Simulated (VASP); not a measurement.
Set up this calculation in VASP 6.6.1, as the native input.

```
Task                   : relaxation of cell and atoms
Functional             : PBE
Potentials or basis    : VASP PAW PBE potentials, release 64 (Li_sv, C)
Cutoff                 : 600 eV
k mesh                 : 6 × 6 × 4
Occupations            : gaussian, width 0.1 eV
Spin                   : no spin polarisation
Dipole correction      : no
Further INCAR settings : ALGO = Normal; EDIFF = 1e-07; IBRION = 2; EDIFFG = -0.04; NSW = 90; ISIF = 3
```

The structure of LiC2 lies in POSCAR:

```
LiC2
1.0
    2.6799703300      0.0000000000      0.0000000000
   -1.3399851600      2.3209223800      0.0000000000
    0.0000000000      0.0000000000      4.2246580700
Li C
1 2
Direct
    0.0000000000      0.0000000000      0.0000000000
    0.6666666700      0.3333333300      0.7249647000
    0.6666666700      0.3333333300      0.2750353000
```

The cell was built from a structure type or drawn by symmetry, and may not be a known phase.

These files were run (other wordings do the same):

INCAR

```
PREC = Accurate ; ENCUT = 600
EDIFF = 1E-7 ; ISMEAR = 0
SIGMA = 0.1 ; LREAL = F
LASPH = T ; NELM = 80
ALGO = Normal ; ISIF = 3
LWAVE = F ; LCHARG = F
GGA = PE ; IBRION = 2
NSW = 90 ; EDIFFG = -0.04
```

KPOINTS

```
regular mesh
0
Gamma
  6 6 4
```

Potentials or basis: VASP PAW PBE potentials, release 64 (Li_sv, C).

Launch:

```bash
$ cat potpaw_PBE.64/Li_sv/POTCAR potpaw_PBE.64/C/POTCAR > POTCAR
$ mpirun -np 1 vasp_std > vasp.out
```

Results of the run:

```yaml
Relaxed_volume: 11.77 Å³/atom
Relaxed_cell: a = 3.104 Å, b = 3.104 Å, c = 4.232 Å, α = 90.00°, β = 90.00°, γ = 120.00°
Space_group_after_relaxing_to_0.1_Å: P-6m2 (No. 187)
Pressure_after_relaxing: 0.4 GPa
Largest_force_after_relaxing: 0.036 eV/Å
Band_gap_on_the_k_mesh: zero (an odd number of electrons rules out a gap without spin polarisation)
```

Caveat: the k points lie up to 0.39 Å⁻¹ apart in the final cell, too coarse for converged energies and pressures of a metal; the cutoff is under 1.25 times the usual one of these potentials, so pressure, stress and relaxed cells hold a basis-set (Pulay) error; the volume moved by over 15 % at a fixed basis, so the end points are rough.

Run time: 3 min on 1 thread of Intel(R) Xeon(R) Platinum 8259CL CPU @ 2.50GHz (Skylake/Cascade Lake), with other jobs on the host, peak memory 0.15 GiB.
